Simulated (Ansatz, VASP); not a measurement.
# BaS: VASP beside Ansatz

```xyz
2
Lattice="0.0000 3.1286 3.1286 3.1286 0.0000 3.1286 3.1286 3.1286 0.0000" Properties=species:S:1:pos:R:3 pbc="T T T"
Ba    0.0000    0.0000    0.0000
S     3.1286    3.1286    3.1286
```

Alike in both runs: task single point; functional HSE06; k mesh 4 × 4 × 4; occupations fermi-dirac, width 0.05 eV; no spin polarisation.

```csv
,VASP,Ansatz
version,VASP 6.6.1,Ansatz 0.2.0
potentials or method,"VASP PAW PBE potentials, release 64 (Ba_sv, S)",Ansatz PAW
plane-wave cutoff (eV),520,420
valence electrons in the cell,16,16
```

Ansatz gave:

```
gap on the k mesh at the Fermi level (eV) : 3.01
least direct gap on the mesh (eV)         : 3.09
pressure (GPa)                            : 3.7
```

Question: Estimate VASP's values.

Answer: gap on the k mesh at the Fermi level (eV): 2.90; least direct gap on the mesh (eV): 3.02; pressure (GPa): 4.4.

The functional is the same, so the differences come from potentials, cutoffs and numerics.

The k mesh is coarse, so the values compare programs but aren't converged. Spin-orbit coupling is off throughout.
